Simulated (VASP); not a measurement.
Write the native input for VASP 6.6.1 that does the following.

```yaml
Task: single point
Functional: PBE
Potentials_or_basis: VASP PAW PBE potentials, release 64 (Ca_sv, S)
Cutoff: 500 eV
k_mesh: 4 × 4 × 4
Occupations: gaussian, width 0.01 eV
Spin: no spin polarisation
Dipole_correction: no
Further_INCAR_settings: ALGO = Normal; EDIFF = 1e-06; NBANDS = 15
```

The structure of CaS lies in POSCAR:

```
CaS
1.0
    0.0000000000      2.7996542053      2.7996542053
    2.7996542053      0.0000000000      2.7996542053
    2.7996542053      2.7996542053      0.0000000000
Ca S
1 1
Direct
    0.0000000000      0.0000000000      0.0000000000
    0.5000000000      0.5000000000      0.5000000000
```

This cell differs from its parent crystal: volume changed by -5%.

The input as run:

INCAR

```
SYSTEM = CaS
PREC = Accurate ; ENCUT = 500
EDIFF = 1E-6 ; ISMEAR = 0
SIGMA = 0.01 ; LREAL = .FALSE.
LASPH = .TRUE. ; NELM = 120
ALGO = Normal ; ISIF = 2
LWAVE = .FALSE. ; LCHARG = .FALSE.
GGA = PE ; NBANDS = 15
GGA_COMPAT = .FALSE.
```

KPOINTS

```
Automatic mesh
0
G
  4 4 4
  0 0 0
```

Potentials or basis: VASP PAW PBE potentials, release 64 (Ca_sv, S).

Command:

```bash
$ cat potpaw_PBE.64/Ca_sv/POTCAR potpaw_PBE.64/S/POTCAR > POTCAR
$ mpirun -np 1 vasp_std > vasp.out
```

It gave:

```yaml
Pressure: 4.2 GPa
Band_gap_on_the_k_mesh: 2.22 eV, indirect (least direct gap 3.07 eV)
```

Caveat: the k points lie up to 0.49 Å⁻¹ apart.

Run time: 12 s on 1 thread of Intel Xeon 8259CL, with other jobs on the host, peak memory 0.16 GiB.
